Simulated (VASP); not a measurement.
# ZnSe (Stilleite) in VASP: notebook, part 2 of 2

VASP 6.6.1.

## Step 4: Relaxation of the atoms, PBE

This run uses another cell than the first one, of 22.76 Å³/atom, 0.980 times its volume.

INCAR reads:

```
PREC     = Accurate       # precision mode
ENCUT    = 520            # plane-wave cutoff, eV
EDIFF    = 1E-6           # SCF threshold, eV
ISMEAR   = -1             # smearing method
SIGMA    = 0.02           # smearing width, eV
LREAL    = False          # projectors in reciprocal space
LASPH    = True           # aspherical terms in the spheres
NELM     = 60             # most SCF steps
ALGO     = Normal         # electronic algorithm
ISIF     = 2              # what is computed and relaxed
LWAVE    = False          # write WAVECAR
LCHARG   = False          # write CHGCAR
GGA      = PE             # functional
IBRION   = 2              # ionic algorithm
NSW      = 80             # ionic steps
EDIFFG   = -0.02          # ionic threshold
```

KPOINTS reads:

```
regular mesh
0
Gamma
  13 13 13
```

POSCAR reads:

```
ZnSe
1.0
    0.0000000000      2.8338000000      2.8338000000
    2.8338000000      0.0000000000      2.8338000000
    2.8338000000      2.8338000000      0.0000000000
Zn Se
1 1
Direct
    0.0000000000      0.0000000000      0.0000000000
    0.2500000000      0.2500000000      0.2500000000
```

Potentials or basis: VASP PAW PBE potentials, release 64 (Zn, Se).

Started as:

```sh
> cat potpaw_PBE.64/Zn/POTCAR potpaw_PBE.64/Se/POTCAR > POTCAR
> mpirun -np 1 vasp_std > vasp.out
```

OUTCAR:

```text
PREC = Accurate
   ENCUT = 520
   EDIFF = 1E-6
   ISMEAR = -1
   LREAL = False
   LASPH = True
   NELM = 60
   ISIF = 2
   GGA = PE
   IBRION = 2
   NSW = 80
   EDIFFG = -0.02

 ion  position               nearest neighbor table
   1  0.000  0.000  0.000-   2 2.45   2 2.45   2 2.45   2 2.45
   2  0.250  0.250  0.250-   1 2.45   1 2.45   1 2.45   1 2.45

  LATTYP: Found a face centered cubic cell.
 ALAT       =     5.6676000000

  Lattice vectors:

[... 564 lines left out ...]
      9       0.3894      2.00000
     10       5.1872      0.00000
     11       7.3698      0.00000
     12       8.8867      0.00000
     13       9.3359      0.00000

 [... further k-points ...]
[... 5 lines left out ...]
  --------------------------------------------------------------------------------------
  -------------------------------------------------------------------------------------
  Total        0.6700612      0.6700612      0.6700612     -0.0000000     -0.0000000      0.0000000
  in kB       23.5878010     23.5878010     23.5878010     -0.0000000     -0.0000000      0.0000000
  external PRESSURE =      23.5878010 kB  Pullay stress =       0.0000000 kB

 VOLUME and BASIS-vectors are now :
 -----------------------------------------------------------------------------
  energy-cutoff  :      520.00
  volume of cell :       45.51
      direct lattice vectors                 reciprocal lattice vectors
     0.000000000  2.833800000  2.833800000    -0.176441527  0.176441527  0.176441527
     2.833800000  0.000000000  2.833800000     0.176441527 -0.176441527  0.176441527
     2.833800000  2.833800000  0.000000000     0.176441527  0.176441527 -0.176441527

 POSITION                                       TOTAL-FORCE (eV/Angst)
 -----------------------------------------------------------------------------------
      0.00000      0.00000      0.00000         0.000000      0.000000     -0.000000
      1.41690      1.41690      1.41690        -0.000000     -0.000000      0.000000
 -----------------------------------------------------------------------------------
    total drift:                               -0.000001     -0.000001     -0.000001

  FREE ENERGIE OF THE ION-ELECTRON SYSTEM (eV)
  ---------------------------------------------------
  free  energy   TOTEN  =        -6.0208961285 eV

  energy  without entropy=       -6.0208961285  energy(sigma->0) =       -6.02089613

 reached required accuracy - stopping structural energy minimisation
```

OSZICAR:

```text
N       E                     dE             d eps       ncg     rms          rms(c)
DAV:   1     0.866054563595E+02    0.86605E+02   -0.90078E+03  2184   0.159E+03
DAV:   2    -0.661148123777E+00   -0.87267E+02   -0.83871E+02  2344   0.276E+02
DAV:   3    -0.625486259192E+01   -0.55937E+01   -0.55698E+01  2664   0.698E+01
DAV:   4    -0.630848116293E+01   -0.53619E-01   -0.53606E-01  2404   0.740E+00
DAV:   5    -0.630877984626E+01   -0.29868E-03   -0.29868E-03  2654   0.518E-01    0.475E+00
DAV:   6    -0.603797406419E+01    0.27081E+00   -0.69346E-01  3133   0.294E+01    0.364E+00
DAV:   7    -0.602054183040E+01    0.17432E-01   -0.19447E-01  2394   0.445E+00    0.153E+00
DAV:   8    -0.602054705245E+01   -0.52220E-05   -0.42749E-03  2665   0.669E-01    0.470E-01
DAV:   9    -0.602079485381E+01   -0.24780E-03   -0.10997E-03  2444   0.300E-01    0.689E-02
DAV:  10    -0.602088178195E+01   -0.86928E-04   -0.14411E-04  2472   0.121E-01    0.173E-02
DAV:  11    -0.602089483971E+01   -0.13058E-04   -0.31271E-05  2475   0.604E-02    0.564E-03
DAV:  12    -0.602089614710E+01   -0.13074E-05   -0.42461E-06  2554   0.197E-02    0.416E-03
DAV:  13    -0.602089612848E+01    0.18613E-07   -0.64367E-07  1667   0.874E-03
   1 F= -.60208961E+01 E0= -.60208961E+01  d E =-.602090E+01
```

CONTCAR:

```text
ZnSe
   1.00000000000000
     0.0000000000000000    2.8338000000000001    2.8338000000000001
     2.8338000000000001    0.0000000000000000    2.8338000000000001
     2.8338000000000001    2.8338000000000001    0.0000000000000000
  Zn              Se
     1     1
Direct
     0.0000000000000000    0.0000000000000000    0.0000000000000000
     0.2500000000000000    0.2500000000000000    0.2500000000000000

  0.00000000E+00  0.00000000E+00  0.00000000E+00
  0.00000000E+00  0.00000000E+00  0.00000000E+00
```

It took 81 s on 1 thread of Intel Xeon 8259CL, shared host; peak memory 0.21 GiB.

What came out:

* Free energy: -6.0209 eV
* Pressure after relaxing: 2.4 GPa
* Band gap on the k mesh: 1.29 eV, direct

Final structure:
```
Zn Se
1.0
     0.00000    2.83380    2.83380
     2.83380    0.00000    2.83380
     2.83380    2.83380    0.00000
Zn Se
1 1
Cartesian
  0.0000 0.0000 0.0000
  1.4169 1.4169 1.4169
```

Caveat: the relaxation stopped at its first step, so nothing moved. PBE gaps usually lie below the measured ones, often by a third to a half.

## Step 5: The runs side by side

| task | cell | gap on the mesh (eV) | pressure (GPa) |
| --- | --- | --- | --- |
| single point | a = 4.048, b = 4.048, c = 4.008 Å, angles 60.3, 60.3, 59.3°, 2 atoms | 1.19 | 1.1 |
| relaxation of the atoms | atoms relaxed from a = 3.981 Å, angles 60.0°, 2 atoms | 1.37 | 3.8 |
| relaxation of the atoms | atoms relaxed from a = 4.008 Å, angles 60.0°, 2 atoms | 1.29 | 2.4 |

Alike in all rows: level PBE; potentials or basis VASP PAW PBE potentials, release 64 (Zn, Se); no spin polarisation; k mesh 13 × 13 × 13; cutoff (eV) 520; smearing fermi-dirac 0.02 eV.

Caveats: the relaxation stopped at its first step, so nothing moved (some runs).

Absolute energies hang on the potentials; compare differences alone.
